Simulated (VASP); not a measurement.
Write the native input for VASP 6.6.1 that does the following.

```
Task                   : single point
Functional             : PBE
Potentials or basis    : VASP PAW PBE potentials, release 64 (Mg)
Cutoff                 : 520 eV
k mesh                 : 9 × 9 × 9
Occupations            : fermi-dirac, width 0.1 eV
Spin                   : no spin polarisation
Dipole correction      : no
Further INCAR settings : ALGO = Normal; EDIFF = 1e-07; NBANDS = 9
```

The structure of Mg lies in POSCAR:

```
Mg
1.0
    0.0000000000      3.3377762708      3.3377762708
    3.3377762708      0.0000000000      3.3377762708
    3.3377762708      3.3377762708      0.0000000000
Mg
2
Direct
    0.1250000000      0.1250000000      0.1250000000
    0.8750000000      0.8750000000      0.8750000000
```

This cell differs from its parent crystal: volume scaled by 0.92.

One way to write it, as run:

INCAR

```
PREC = Accurate
ENCUT = 520
EDIFF = 1E-7
ISMEAR = -1
SIGMA = 0.1
LREAL = False
LASPH = True
NELM = 80
ALGO = Normal
ISIF = 2
LWAVE = False
LCHARG = False
GGA = PE
NBANDS = 9
```

KPOINTS

```
regular mesh
0
Gamma
  9 9 9
```

Potentials or basis: VASP PAW PBE potentials, release 64 (Mg).

Run with:

```bash
$ cat potpaw_PBE.64/Mg/POTCAR > POTCAR
$ mpirun -np 1 vasp_std > vasp.out
```

It gave:

The pressure is 1.1 GPa. The band gap on the k mesh is zero (band 2 reaches 3.74 eV, above the bottom of band 3 at -0.19 eV).

Run time: 13 s on 1 thread of AMD EPYC 9R45 96-Core Processor (Zen 5), on a shared host, peak memory 0.17 GiB.
